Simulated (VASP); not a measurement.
# BN: relaxation of shape and atoms at fixed volume with PBE+D3(BJ)

The system is BN.

```
B N
1.0
     2.46894    0.00000    0.00000
    -1.23447    2.13817    0.00000
     0.00000    0.00000    5.98185
B N
2 2
Direct
  0.00000 0.00000 0.50000
  0.33333 0.66667 0.00000
  0.00000 0.00000 0.00000
  0.66667 0.33333 0.50000
```

This cell differs from its parent crystal: volume scaled by 0.88.

```
Program                : VASP 6.6.1
Task                   : relaxation of shape and atoms at fixed volume
Functional             : PBE
Dispersion             : D3(BJ)
Potentials or basis    : VASP PAW PBE potentials, release 64 (B, N)
Cutoff                 : 600 eV
k mesh                 : 12 × 12 × 4
Occupations            : gaussian, width 0.02 eV
Spin                   : no spin polarisation
Dipole correction      : no
Further INCAR settings : ALGO = Normal; EDIFF = 1e-06; IBRION = 2; EDIFFG = -0.01; NSW = 50; ISIF = 4
```

| Quantity | Value |
| --- | --- |
| Energy gained by relaxing | 6.4 meV/atom |
| Ionic steps | 3 |
| Pressure after relaxing | 6.4 GPa |
| Band gap on the k mesh | 4.16 eV, indirect (least direct gap 4.25 eV) |
| Dispersion energy per atom | -0.165 eV |

Step by step:
```
step  energy change (eV)  largest force (eV/Å)  pressure (GPa)  volume (Å³)
   1              0.0000                0.0000           14.07        31.58
   2             -0.0250                0.0000            5.17        31.58
   3             -0.0257                0.0000            6.35        31.58
```

Final structure:
```yaml
crystal:
  lattice:
    - [2.49245, 0.00000, 0.00000]
    - [-1.24623, 2.15853, 0.00000]
    - [0.00000, 0.00000, 5.86954]
  atoms:
    - { symbol: B, position: [0.00000, 0.00000, 0.50000] }
    - { symbol: B, position: [0.33333, 0.66667, 0.00000] }
    - { symbol: N, position: [0.00000, 0.00000, 0.00000] }
    - { symbol: N, position: [0.66667, 0.33333, 0.50000] }
```

Levels at points of the mesh, in eV from the valence-band top:
```csv
k point,band 5,band 6,band 7,band 8,band 9,band 10,band 11,band 12
"(0.00, 0.00, 0.00)",-1.54,-1.54,-1.28,-1.28,6.12,11.45,11.45,11.47
"(0.50, 0.00, 0.00)",-4.40,-4.09,-1.80,-0.69,4.34,6.04,9.53,9.98
"(0.00, 0.00, 0.50)",-1.54,-1.54,-1.28,-1.28,9.06,9.14,11.48,11.48
"(0.50, 0.00, 0.50)",-4.37,-4.13,-1.17,-0.94,4.49,4.66,9.87,10.23
```

It took 21 s on 1 thread of Intel(R) Xeon(R) 6975P-C (Granite Rapids), with other jobs on the host, peak memory 0.17 GiB.

Caveat: the cell differs from its parent crystal (volume scaled by 0.88). A k mesh can miss the band edges.
